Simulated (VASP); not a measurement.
# CaO (Fm-3m) in VASP: further runs, part 2 of 2

VASP 6.6.1. The steps go on from the part before.

## (3) Single point, RPBE

This run uses another cell than the first one, of 14.62 Å³/atom.

File INCAR:

```
ALGO     = Normal         # electronic algorithm
EDIFF    = 1E-6           # SCF threshold, eV
ENCUT    = 520            # plane-wave cutoff, eV
GGA      = RP             # functional
ISIF     = 2              # what is computed and relaxed
ISMEAR   = -1             # smearing method
LASPH    = T              # aspherical terms in the spheres
LCHARG   = F              # write CHGCAR
LREAL    = F              # projectors in reciprocal space
LWAVE    = F              # write WAVECAR
NBANDS   = 15             # bands
NELM     = 80             # most SCF steps
PREC     = Accurate       # precision mode
SIGMA    = 0.05           # smearing width, eV
```

File KPOINTS:

```
k-points
0
Gamma
  10 10 10
```

File POSCAR:

```
CaO
1.0
    0.0000000000      2.4449603112      2.4449603112
    2.4449603112      0.0000000000      2.4449603112
    2.4449603112      2.4449603112      0.0000000000
Ca O
1 1
Direct
    0.0000000000      0.0000000000      0.0000000000
    0.5000000000      0.5000000000      0.5000000000
```

Potentials or basis: VASP PAW PBE potentials, release 64 (Ca_sv, O).

The run is started by

```sh
$ cat potpaw_PBE.64/Ca_sv/POTCAR potpaw_PBE.64/O/POTCAR > POTCAR
$ mpirun -np 1 vasp_std > vasp.out
```

OUTCAR:

```text
EDIFF = 1E-6
   ENCUT = 520
   GGA = RP
   ISIF = 2
   ISMEAR = -1
   LASPH = T
   LREAL = F
   NELM = 80
   PREC = Accurate

 ion  position               nearest neighbor table
   1  0.000  0.000  0.000-   2 2.44   2 2.44   2 2.44   2 2.44   2 2.44   2 2.44
   2  0.500  0.500  0.500-   1 2.44   1 2.44   1 2.44   1 2.44   1 2.44   1 2.44

  LATTYP: Found a face centered cubic cell.
 ALAT       =     4.8899206224

  Lattice vectors:

 A1 = (   0.0000000000,   2.4449603112,   2.4449603112)
 A2 = (   2.4449603112,   0.0000000000,   2.4449603112)
 A3 = (   2.4449603112,   2.4449603112,   0.0000000000)

Analysis of symmetry for initial positions (statically):
=====================================================================
 Subroutine PRICEL returns:
 Original cell was already a primitive cell.

 Routine SETGRP: Setting up the symmetry group for a
 face centered cubic supercell.

 Subroutine GETGRP returns: Found 48 space group operations
 (whereof 48 operations were pure point group operations)
 out of a pool of 48 trial point group operations.

[... 166 lines left out ...]
 fundamental gap:      3.7500573239
 Fermi energy:         3.3503318907

 k-point     1 :       0.0000    0.0000    0.0000
  band No.  band energies     occupation
      1     -35.7721      2.00000
      2     -16.5135      2.00000
      3     -16.5135      2.00000
      4     -16.5135      2.00000
      5     -13.2807      2.00000
      6       2.2456      2.00000
      7       2.2456      2.00000
      8       2.2456      2.00000
      9       6.7049      0.00000
     10       8.4005      0.00000
     11       8.4005      0.00000
     12       8.4005      0.00000
     13       9.7692      0.00000
     14       9.7692      0.00000
[... 401 lines left out ...]
      2     -17.0236      2.00000
      3     -16.6756      2.00000
      4     -16.6543      2.00000
      5     -12.8444      2.00000
      6       0.6348      2.00000
      7       1.7128      2.00000
      8       1.8063      2.00000
      9       6.6191      0.00000
     10       9.5806      0.00000
     11      10.7263      0.00000
     12      10.8040      0.00000
     13      10.9363      0.00000
     14      12.6518      0.00000
     15      17.2762      0.00000

 [... further k-points ...]
[... 5 lines left out ...]
  --------------------------------------------------------------------------------------
  -------------------------------------------------------------------------------------
  Total        0.0795450      0.0795450      0.0795450     -0.0000000      0.0000000     -0.0000000
  in kB        4.3599171      4.3599171      4.3599171     -0.0000000      0.0000000     -0.0000000
  external PRESSURE =       4.3599171 kB  Pullay stress =       0.0000000 kB

 VOLUME and BASIS-vectors are now :
 -----------------------------------------------------------------------------
  energy-cutoff  :      520.00
  volume of cell :       29.23
      direct lattice vectors                 reciprocal lattice vectors
     0.000000000  2.444960311  2.444960311    -0.204502297  0.204502297  0.204502297
     2.444960311  0.000000000  2.444960311     0.204502297 -0.204502297  0.204502297
     2.444960311  2.444960311  0.000000000     0.204502297  0.204502297 -0.204502297

 POSITION                                       TOTAL-FORCE (eV/Angst)
 -----------------------------------------------------------------------------------
      0.00000      0.00000      0.00000        -0.000000      0.000000      0.000000
      2.44496      2.44496      2.44496         0.000000     -0.000000     -0.000000
 -----------------------------------------------------------------------------------
    total drift:                                0.000000      0.000000      0.000000

  FREE ENERGIE OF THE ION-ELECTRON SYSTEM (eV)
  ---------------------------------------------------
  free  energy   TOTEN  =       -12.0973839032 eV

  energy  without entropy=      -12.0973839032  energy(sigma->0) =      -12.09738390
```

OSZICAR:

```text
N       E                     dE             d eps       ncg     rms          rms(c)
DAV:   1     0.126100538127E+03    0.12610E+03   -0.84114E+03  1410   0.108E+03
DAV:   2    -0.825124644735E+01   -0.13435E+03   -0.12519E+03  1726   0.288E+02
DAV:   3    -0.136293800984E+02   -0.53781E+01   -0.53363E+01  1704   0.593E+01
DAV:   4    -0.137835965504E+02   -0.15422E+00   -0.15409E+00  1966   0.900E+00
DAV:   5    -0.137861491878E+02   -0.25526E-02   -0.25526E-02  1700   0.916E-01    0.862E+00
DAV:   6    -0.121398245465E+02    0.16463E+01   -0.53169E+00  1607   0.219E+01    0.368E+00
DAV:   7    -0.120800851632E+02    0.59739E-01   -0.41676E-01  1565   0.654E+00    0.185E+00
DAV:   8    -0.120978464059E+02   -0.17761E-01   -0.91165E-02  1809   0.322E+00    0.447E-01
DAV:   9    -0.120960487019E+02    0.17977E-02   -0.47805E-03  1452   0.578E-01    0.123E-01
DAV:  10    -0.120973983876E+02   -0.13497E-02   -0.17942E-03  1662   0.337E-01    0.461E-02
DAV:  11    -0.120973808553E+02    0.17532E-04   -0.74088E-05  1698   0.896E-02    0.673E-03
DAV:  12    -0.120973835219E+02   -0.26667E-05   -0.20165E-05  1634   0.346E-02    0.499E-03
DAV:  13    -0.120973839032E+02   -0.38124E-06   -0.12941E-06  1583   0.102E-02
   1 F= -.12097384E+02 E0= -.12097384E+02  d E =-.483498E-11
```

stdout:

```text
POSCAR found type information on POSCAR CaO
 POSCAR found :  2 types and       2 ions
 scaLAPACK will be used
 -----------------------------------------------------------------------------
|                                                                             |
|                                                                             |
|     You enforced a specific xc type in the INCAR file but a different       |
|     I HOPE YOU KNOW WHAT YOU ARE DOING!                                     |
|                                                                             |
 -----------------------------------------------------------------------------

 LDA part: xc-table for (Slater+PW92), standard interpolation
 POSCAR, INCAR and KPOINTS ok, starting setup
 FFT: planning ... GRIDC
 FFT: planning ... GRID_SOFT
 FFT: planning ... GRID
 WAVECAR not read
 entering main loop
```

It took 37 s on 1 thread of AMD EPYC 7R13, shared host; peak memory 0.14 GiB.

What came out:

```yaml
Free_energy: -12.0974 eV
Pressure: 0.4 GPa
Band_gap_on_the_k_mesh: 3.75 eV (least direct gap 4.13 eV)
```

Caveat: the PAW data sets were made with another functional, which shifts forces and pressure a little. A k mesh can miss the band edges.

## (4) Relaxation of cell and atoms, revPBE+D3(BJ)

This run uses another cell than the first one, of 13.89 Å³/atom.

File INCAR:

```
SYSTEM = CaO
  ALGO = Normal
  EDIFF = 1E-6
  EDIFFG = -0.01
  ENCUT = 600
  GGA = RE
  IBRION = 2
  ISIF = 3
  ISMEAR = -1
  IVDW = 12
  LASPH = .True.
  LCHARG = .False.
  LREAL = .False.
  LWAVE = .False.
  NELM = 100
  NSW = 80
  PREC = Accurate
  SIGMA = 0.05
```

File KPOINTS:

```
k-points
0
Gamma
  10 10 10
  0 0 0
```

File POSCAR:

```
CaO
1.0
    0.0000000000      2.4035556960      2.4035556960
    2.4035556960      0.0000000000      2.4035556960
    2.4035556960      2.4035556960      0.0000000000
Ca O
1 1
Direct
    0.0000000000      0.0000000000      0.0000000000
    0.5000000000      0.5000000000      0.5000000000
```

The run is started by

```sh
$ cat potpaw_PBE.64/Ca_sv/POTCAR potpaw_PBE.64/O/POTCAR > POTCAR
$ mpirun -np 1 vasp_std > vasp.out
```

Run time: 60 s. Hardware: 1 thread of AMD EPYC 7R13, shared host; peak memory 0.16 GiB.

Results (log left out):

- Free energy: -13.1814 eV
- Relaxed volume: 13.73 Å³/atom
- Relaxed cell: a = 3.387 Å, b = 3.387 Å, c = 3.387 Å, α = 60.00°, β = 60.00°, γ = 60.00°
- Space group after relaxing (to 0.1 Å): Fm-3m (No. 225)
- Energy gained by relaxing: 0.6 meV/atom
- Ionic steps: 3
- Pressure after relaxing: 0.1 GPa
- Band gap on the k mesh: 3.72 eV (least direct gap 4.09 eV)
- Dispersion energy per atom: -0.513 eV

Step by step:
| step | energy change (eV) | largest force (eV/Å) | pressure (GPa) | volume (Å³) |
| --- | --- | --- | --- | --- |
| 1 | 0.0000 | 0.0000 | -1.20 | 27.77 |
| 2 | -0.0010 | 0.0000 | 0.44 | 27.36 |
| 3 | -0.0011 | 0.0000 | 0.06 | 27.47 |

Final structure:
```xyz
2
Lattice="0.0000 2.3947 2.3947 2.3947 0.0000 2.3947 2.3947 2.3947 0.0000" Properties=species:S:1:pos:R:3 pbc="T T T"
Ca    2.3947    2.3947    0.0000
O     2.3947    2.3947    2.3947
```

Levels at points of the mesh, in eV from the valence-band top:
```csv
k point,band 5,band 6,band 7,band 8,band 9,band 10,band 11,band 12
"(0.00, 0.00, 0.00)",-15.62,0.00,0.00,0.00,4.91,6.30,6.30,6.30
"(0.50, 0.00, 0.00)",-14.40,-2.63,-1.22,-1.22,7.15,8.44,8.44,8.70
"(0.50, 0.50, 0.00)",-15.39,-1.29,-0.37,-0.37,3.72,8.14,8.95,9.61
```

Caveat: the PAW data sets were made with another functional, which shifts forces and pressure a little. A k mesh can miss the band edges.

## (5) Summary

```csv
task,level,cell,cutoff (eV),gap on the mesh (eV),pressure (GPa)
single point,PBE,"a = 3.466 Å, angles 60.0°, 2 atoms",520,3.64,-3.7
single point,RPBE,"a = 3.458 Å, angles 60.0°, 2 atoms",520,3.75,0.4
relaxation of cell and atoms,revPBE+D3(BJ),"relaxed from a = 3.399 Å, angles 60.0°, 2 atoms",600,3.72,0.1
```

Alike in all rows: potentials or basis VASP PAW PBE potentials, release 64 (Ca_sv, O); no spin polarisation; k mesh 10 × 10 × 10; smearing fermi-dirac 0.05 eV.

Caveats: the PAW data sets were made with another functional, which shifts forces and pressure a little (at least some runs); the cell stands under tension (at least some runs).

Absolute energies hang on the potentials; compare differences alone.
